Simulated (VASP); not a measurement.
Here is a VASP 6.6.1 calculation.

File INCAR:

```
PREC = Accurate
ENCUT = 520
EDIFF = 1E-6
ISMEAR = 0
SIGMA = 0.15
LREAL = F
LASPH = T
NELM = 80
ALGO = Fast
ISIF = 2
LWAVE = F
LCHARG = F
GGA = PS
NBANDS = 22
```

File KPOINTS:

```
regular mesh
0
Gamma
  12 12 10
```

File POSCAR:

```
Al3Ni2
1.0
    4.2032966255      0.0000000000      0.0000000000
   -2.1016483127      3.6401616573      0.0000000000
    0.0000000000      0.0000000000      5.1024378412
Al Ni
3 2
Direct
    0.0000000000      0.0000000000      0.0000000000
    0.3333333333      0.6666666667      0.6477829059
    0.6666666667      0.3333333333      0.3522170941
    0.3333333333      0.6666666667      0.1455709067
    0.6666666667      0.3333333333      0.8544290933
```

Potentials or basis: VASP PAW PBE potentials, release 64 (Al, Ni).

Command:

```sh
$ cat potpaw_PBE.64/Al/POTCAR potpaw_PBE.64/Ni/POTCAR > POTCAR
$ mpirun -np 1 vasp_std > vasp.out
```

Q: What does it give for the band gap on the k mesh?

A: Zero (an odd number of electrons rules out a gap without spin polarisation).

Q: Estimate the pressure.

A: -15.8 GPa.

Q: Predict the largest force.

A: 0.173 eV/Å.

Forces in eV/Å, atoms in the order of the input:
```
Al   0.000  0.000  0.000
Al   0.000  0.000  0.173
Al   0.000  0.000 -0.173
Ni   0.000  0.000 -0.115
Ni   0.000  0.000  0.115
```

Caveat: the cell differs from its parent crystal (strain +0.050 along x and y, +0.050 along z); the cell stands under tension; the PAW data sets were made with another functional, which shifts forces and pressure a little. Spin polarisation is off, so any magnetic state and its effect on volume and gap are missing.
